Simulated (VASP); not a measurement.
A run of VASP 6.6.1:

INCAR

```
ALGO     = Fast           # electronic algorithm
EDIFF    = 1E-7           # SCF threshold, eV
ENCUT    = 520            # plane-wave cutoff, eV
GGA      = PE             # functional
ISIF     = 2              # what is computed and relaxed
ISMEAR   = 0              # smearing method
LASPH    = T              # aspherical terms in the spheres
LCHARG   = F              # write CHGCAR
LREAL    = F              # projectors in reciprocal space
LWAVE    = F              # write WAVECAR
NBANDS   = 12             # bands
NELM     = 80             # most SCF steps
PREC     = Accurate       # precision mode
SIGMA    = 0.1            # smearing width, eV
```

The input KPOINTS:

```
k-points
0
Gamma
  14 14 16
```

Contents of POSCAR:

```
Al2Si
1.0
    1.7420800144     -5.3337841873      0.0000000000
    1.7420800144      5.3337841873      0.0000000000
    0.0000000000      0.0000000000      2.7579180982
Al Si
2 1
Direct
    0.1462300667      0.8537699333      0.0000000000
    0.8537699333      0.1462300667      0.0000000000
    0.5000000000      0.5000000000      0.5000000000
```

Potentials or basis: VASP PAW PBE potentials, release 64 (Al, Si).

Launch:

```bash
$ cat potpaw_PBE.64/Al/POTCAR potpaw_PBE.64/Si/POTCAR > POTCAR
$ mpirun -np 1 vasp_std > vasp.out
```

Hardware: 1 thread of Intel(R) Xeon(R) 6975P-C (Granite Rapids), on a shared host.

**Question.** How long does it take, and how much memory?

**Answer.** Run time: 3.3 min on 1 thread of Intel(R) Xeon(R) 6975P-C (Granite Rapids) (shared host), peak memory 0.42 GiB. Counts: scf iterations 16, k points 513.
